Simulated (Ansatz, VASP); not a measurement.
One calculation of Lu4ZrO, two programs

```
Lu Zr O
1.0
    -2.89176    2.89176    3.89067
     2.89176   -2.89176    3.89067
     2.89176    2.89176   -3.89067
Lu Zr O
4 1 1
Direct
  0.50000 0.50000 0.50000
  0.00000 0.00000 0.50000
  0.50000 0.00000 0.00000
  0.00000 0.50000 0.00000
  0.50000 0.50000 0.00000
  0.00000 0.00000 0.00000
```

Alike in both runs: task single point; functional PBE; k mesh 4 × 4 × 4; occupations gaussian, width 0.1 eV; no spin polarisation.

```csv
,VASP,Ansatz
version,VASP 6.6.1,Ansatz 0.2.0
potentials or method,"VASP PAW PBE potentials, release 64 (Lu, Zr_sv, O), cutoff 520 eV","scalar-relativistic, plane waves, PAW"
valence electrons in the cell,118,118
```

|  | VASP | Ansatz | Ansatz less VASP |
| --- | --- | --- | --- |
| gap on the k mesh at the Fermi level (eV) | none | none | - |
| pressure (GPa) | 12.1 | 11.7 | -0.35 |
| traceless stress, the component that is largest in VASP (GPa) | -16.77 | -16.65 | +0.120 |

A gap of «none» marks a metal or a gap that the smearing closes. With one functional, cell and mesh, what is left measures potentials, basis and numerics.

The k mesh is coarse, so the values compare programs but aren't converged. Neither program's run includes spin-orbit coupling.
